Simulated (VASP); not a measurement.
# W (Im-3m) in VASP: elastic constants with PBE

Aim: the elastic constants of W with PBE.

Everything below comes from runs of VASP 6.6.1. Logs are shortened: lines on timing, memory, paths and dates and some standing lists are left out, and cuts for length are marked.

## Step 1: The cell of the first run

It takes space group Im-3m (No. 229, cubic). Conventional cell: a = 3.184 Å, b = 3.184 Å, c = 3.184 Å, α = 90.00°, β = 90.00°, γ = 90.00°. Within 3.6 Å of W (site symmetry m-3m) lie 14 W at 2.76 to 3.18 Å.

## Step 2: Elastic constants, PBE

File INCAR:

```
SYSTEM = W
ALGO = Normal
EDIFF = 1E-8
ENCUT = 600
GGA = PE
IBRION = 6
ISIF = 3
ISMEAR = -1
LASPH = .TRUE.
LCHARG = .TRUE.
LREAL = .FALSE.
LWAVE = .FALSE.
NBANDS = 13
NELM = 80
NFREE = 2
NSW = 1
POTIM = 0.015
PREC = Accurate
SIGMA = 0.15
```

File KPOINTS:

```
k-points
0
G
  18 18 18
  0 0 0
```

File POSCAR:

```
W
1.0
   -1.5922096072      1.5922096072      1.5922096072
    1.5922096072     -1.5922096072      1.5922096072
    1.5922096072      1.5922096072     -1.5922096072
W
1
Direct
    0.0000000000      0.0000000000      0.0000000000
```

Potentials or basis: VASP PAW PBE potentials, release 64 (W_sv).

Launch:

```bash
> cat potpaw_PBE.64/W_sv/POTCAR > POTCAR
> mpirun -np 1 vasp_std > vasp.out
```

OUTCAR:

```text
SYSTEM = W
   EDIFF = 1E-8
   ENCUT = 600
   GGA = PE
   IBRION = 6
   ISIF = 3
   ISMEAR = -1
   LASPH = .TRUE.
   LREAL = .FALSE.
   NELM = 80
   NFREE = 2
   NSW = 1
   POTIM = 0.015
   PREC = Accurate

 ion  position               nearest neighbor table
   1  0.000  0.000  0.000-

  LATTYP: Found a body centered cubic cell.
 ALAT       =     3.1844192144

  Lattice vectors:

 A1 = (  -1.5922096072,   1.5922096072,   1.5922096072)
 A2 = (   1.5922096072,  -1.5922096072,   1.5922096072)
 A3 = (   1.5922096072,   1.5922096072,  -1.5922096072)

Analysis of symmetry for initial positions (statically):
=====================================================================
 Subroutine PRICEL returns:
 Original cell was already a primitive cell.

 Routine SETGRP: Setting up the symmetry group for a
 body centered cubic supercell.

 Subroutine GETGRP returns: Found 48 space group operations
 (whereof 48 operations were pure point group operations)
 out of a pool of 48 trial point group operations.

The static configuration has the point symmetry O_h .

Analysis of symmetry for dynamics (positions and initial velocities):
=====================================================================
 Subroutine PRICEL returns:
 Original cell was already a primitive cell.

 Routine SETGRP: Setting up the symmetry group for a
 body centered cubic supercell.

 Subroutine GETGRP returns: Found 48 space group operations
 (whereof 48 operations were pure point group operations)
 out of a pool of 48 trial point group operations.

The dynamic configuration has the point symmetry O_h .

 Subroutine INISYM returns: Found 48 space group operations
 (whereof 48 operations are pure point group operations),
 and found     1 'primitive' translations

----------------------------------------------------------------------------------------

                                     Primitive cell

  volume of cell :      16.1458

  direct lattice vectors                    reciprocal lattice vectors
    -1.592209607  1.592209607  1.592209607     0.000000000  0.314029006  0.314029006
     1.592209607 -1.592209607  1.592209607     0.314029006  0.000000000  0.314029006
     1.592209607  1.592209607 -1.592209607     0.314029006  0.314029006  0.000000000

  length of vectors
     2.757787936  2.757787936  2.757787936     0.444104079  0.444104079  0.444104079

  position of ions in fractional coordinates (direct lattice)
     0.000000000  0.000000000  0.000000000

  ion indices of the primitive-cell ions
   primitive index   ion index
                 1           1

----------------------------------------------------------------------------------------

 KPOINTS: k-points

Automatic generation of k-mesh.
 Grid dimensions read from file:
 generate k-points for:   18   18   18

 Generating k-lattice:

  Cartesian coordinates                     Fractional coordinates (reciprocal lattice)
     0.000000000  0.017446056  0.017446056     0.055555556  0.000000000  0.000000000
     0.017446056  0.000000000  0.017446056     0.000000000  0.055555556  0.000000000
     0.017446056  0.017446056  0.000000000     0.000000000  0.000000000  0.055555556

  Length of vectors
     0.024672449  0.024672449  0.024672449

  Shift w.r.t. Gamma in fractional coordinates (k-lattice)
[... 98 lines left out ...]
  ---------------------------------------------------
  free energy    TOTEN  =       -12.97038432 eV

  energy without entropy =      -12.93230741  energy(sigma->0) =      -12.95134587

------------------------ aborting loop because EDIFF is reached ----------------------------------------

  FORCE on cell =-STRESS in cart. coord.  units (eV):
  Direction    XX          YY          ZZ          XY          YZ          ZX
  --------------------------------------------------------------------------------------
  -------------------------------------------------------------------------------------
  Total        0.0466620      0.0466620      0.0466620      0.0000000      0.0000000     -0.0000000
  in kB        4.6303467      4.6303467      4.6303467      0.0000000      0.0000000     -0.0000000
  external PRESSURE =       4.6303467 kB  Pullay stress =       0.0000000 kB
[... 86 lines left out ...]
  FREE ENERGIE OF THE ION-ELECTRON SYSTEM (eV)
  ---------------------------------------------------
  free  energy   TOTEN  =       -12.9637401886 eV

  energy  without entropy=      -12.9259634608  energy(sigma->0) =      -12.94485182

[... ionic steps 4 to 12 ...]

--------------------------------------- Ionic step       13  -------------------------------------------

 number of electron      14.0000002 magnetization

------------------------ aborting loop because EDIFF is reached ----------------------------------------
[... 65 lines left out ...]
--------------------------------------- Ionic step       15  -------------------------------------------

 number of electron      14.0000001 magnetization

 Free energy of the ion-electron system (eV)
  ---------------------------------------------------
  ext. energy  EPLUGINS =         0.00000000
  ---------------------------------------------------
  free energy    TOTEN  =       -12.97038416 eV

  energy without entropy =      -12.93230725  energy(sigma->0) =      -12.95134571

 E-fermi :  11.1648     XC(G=0): -13.5364

 val. band max:       11.1593819009   @ k =  -0.1667   0.1667   0.1667
 cond. band min:      11.1680219432   @ k =  -0.1667   0.1667   0.0556
 fundamental gap:      0.0086400423
 Fermi energy:        11.1647581615

 k-point     1 :       0.0000    0.0000    0.0000
  band No.  band energies     occupation
      1     -63.0252      2.00000
      2     -26.6140      2.00000
      3     -26.6140      2.00000
      4     -26.6140      2.00000
      5       1.6441      2.00000
      6       9.9818      1.99925
      7       9.9818      1.99925
      8       9.9818      1.99925
      9      13.3985      0.00000
     10      13.3985      0.00000
     11      25.6538      0.00000
     12      25.6538      0.00000
     13      25.6538      0.00000
[... 354 lines left out ...]
  band No.  band energies     occupation
      1     -62.9015      2.00000
      2     -27.7509      2.00000
      3     -27.0418      2.00000
      4     -26.6737      2.00000
      5       5.4489      2.00000
      6       7.8469      2.00000
      7      10.5645      1.96408
      8      13.1642      0.00000
      9      14.4571      0.00000
     10      17.4468      0.00000
     11      21.8429      0.00000
     12      23.6519      0.00000
     13      27.7259      0.00000

 [... further k-points ...]

------------------------ aborting loop because EDIFF is reached ----------------------------------------

  FORCE on cell =-STRESS in cart. coord.  units (eV):
  Direction    XX          YY          ZZ          XY          YZ          ZX
  --------------------------------------------------------------------------------------
  -------------------------------------------------------------------------------------
  Total        0.0466031      0.0466031      0.0466031     -0.0000000      0.0000000      0.0000000
  in kB        4.6244977      4.6244977      4.6244977     -0.0000000      0.0000000      0.0000000
  external PRESSURE =       4.6244977 kB  Pullay stress =       0.0000000 kB
[... 16 lines left out ...]
  FREE ENERGIE OF THE ION-ELECTRON SYSTEM (eV)
  ---------------------------------------------------
  free  energy   TOTEN  =       -12.9703841617 eV

  energy  without entropy=      -12.9323072493  energy(sigma->0) =      -12.95134571

 INTERNAL STRAIN TENSORS FROM STRAINED CELLS
 ============================================

 INTERNAL STRAIN TENSOR FOR ION    1 for displacements in x,y,z  (eV/Angst):
          X           Y           Z          XY          YZ          ZX
  --------------------------------------------------------------------------------
  x    -0.00000     0.00000     0.00000     0.00000    -0.00000     0.00000
  y    -0.00000     0.00000    -0.00000    -0.00000     0.00000    -0.00000
  z     0.00000    -0.00000    -0.00000     0.00000     0.00000    -0.00000

 INTERNAL STRAIN TENSORS FROM DISPLACED ATOMS
 ============================================

 INTERNAL STRAIN TENSOR FOR ION    1 for displacements in x,y,z  (eV/Angst):
          X           Y           Z          XY          YZ          ZX
  --------------------------------------------------------------------------------
  x     0.00000     0.00000     0.00000     0.00000     0.00000     0.00000
  y     0.00000     0.00000     0.00000     0.00000     0.00000     0.00000
  z     0.00000     0.00000     0.00000     0.00000     0.00000     0.00000

 Eigenvectors and eigenvalues of the dynamical matrix
 ----------------------------------------------------

   1 f/i=    0.000000 THz     0.000000 2PiTHz    0.000000 cm-1     0.000000 meV
             X         Y         Z           dx          dy          dz
      0.000000  0.000000  0.000000     0.000000   -1.000000    0.000000

   2 f/i=    0.000000 THz     0.000000 2PiTHz    0.000000 cm-1     0.000000 meV
             X         Y         Z           dx          dy          dz
      0.000000  0.000000  0.000000    -1.000000    0.000000    0.000000

   3 f/i=    0.000000 THz     0.000000 2PiTHz    0.000000 cm-1     0.000000 meV
             X         Y         Z           dx          dy          dz
      0.000000  0.000000  0.000000     0.000000    0.000000    1.000000

--------------------------------------------------------------------------------------------------------

 ELASTIC MODULI CONTR FROM IONIC RELAXATION (kBar)
 Direction    XX          YY          ZZ          XY          YZ          ZX
 --------------------------------------------------------------------------------
 XX           0.0000      0.0000      0.0000      0.0000      0.0000      0.0000
 YY           0.0000      0.0000      0.0000      0.0000      0.0000      0.0000
 ZZ           0.0000      0.0000      0.0000      0.0000      0.0000      0.0000
 XY           0.0000      0.0000      0.0000      0.0000      0.0000      0.0000
 YZ           0.0000      0.0000      0.0000      0.0000      0.0000      0.0000
 ZX           0.0000      0.0000      0.0000      0.0000      0.0000      0.0000
 --------------------------------------------------------------------------------

 TOTAL ELASTIC MODULI (kBar)
 Direction    XX          YY          ZZ          XY          YZ          ZX
 --------------------------------------------------------------------------------
 XX        5076.5041   2054.5470   2054.5470     -0.0000      0.0000     -0.0000
 YY        2054.5470   5076.5041   2054.5470      0.0000     -0.0000     -0.0000
 ZZ        2054.5470   2054.5470   5076.5041      0.0000     -0.0000      0.0000
 XY          -0.0000      0.0000      0.0000   1416.6155      0.0000     -0.0000
 YZ           0.0000     -0.0000     -0.0000      0.0000   1416.6155      0.0000
 ZX          -0.0000     -0.0000      0.0000     -0.0000      0.0000   1416.6155
 --------------------------------------------------------------------------------
```

It took 39 min on 1 thread of Intel Xeon 8259CL, shared host; peak memory 0.73 GiB.

What came out:

* Elastic constants C11, C12, C44: 508, 205, 142 GPa
* Voigt bulk modulus: 306 GPa

Elastic tensor in Voigt notation (GPa, in the Cartesian axes of the cell as first typed):
```
508 205 205   0   0   0
205 508 205   0   0   0
205 205 508   0   0   0
  0   0   0 142   0   0
  0   0   0   0 142   0
  0   0   0   0   0 142
```

Clamped-ion elastic tensor (GPa):
```
508 205 205   0   0   0
205 508 205   0   0   0
205 205 508   0   0   0
  0   0   0 142   0   0
  0   0   0   0 142   0
  0   0   0   0   0 142
```

Caveat: spin-orbit coupling is left out, which moves the levels of the heavy elements.
